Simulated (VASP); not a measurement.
Wanted: the native input for a VASP 6.6.1 run.

- Task: single point
- Functional: PBE
- Potentials or basis: VASP PAW PBE potentials, release 64 (Cd_sv_GW, S)
- Cutoff: 630 eV
- k mesh: 7 × 7 × 5
- Occupations: gaussian, width 0.017 eV
- Spin: no spin polarisation
- Dipole correction: no
- Further INCAR settings: ALGO = Normal; EDIFF = 1e-06; NBANDS = 20

The structure of CdS lies in POSCAR:

```
CdS
1.0
    4.2611695877      0.0000000000      0.0000000000
   -2.1305847939      3.6902811128      0.0000000000
    0.0000000000      0.0000000000      5.8041729400
Cd S
1 1
Direct
    0.0000000000      0.0000000000      0.4426919200
    0.6666666667      0.3333333333      0.4343080800
```

The input as run:

INCAR

```
ALGO = Normal
EDIFF = 1E-6
ENCUT = 630
GGA = PE
GGA_COMPAT = False
ISIF = 2
ISMEAR = 0
LASPH = True
LCHARG = False
LREAL = False
LWAVE = False
NBANDS = 20
NELM = 120
PREC = Accurate
SIGMA = 0.017
```

KPOINTS

```
k-points
0
Gamma
  7 7 5
```

Potentials or basis: VASP PAW PBE potentials, release 64 (Cd_sv_GW, S).

Run with:

```sh
$ cat potpaw_PBE.64/Cd_sv_GW/POTCAR potpaw_PBE.64/S/POTCAR > POTCAR
$ mpirun -np 1 vasp_std > vasp.out
```

Results of the run:

The pressure is -0.3 GPa, the largest force is 0.005 eV/Å and the band gap on the k mesh is 1.46 eV.

It took 100 s on 1 thread of Intel(R) Xeon(R) Platinum 8259CL CPU @ 2.50GHz (Skylake/Cascade Lake), on a shared host, peak memory 0.29 GiB.
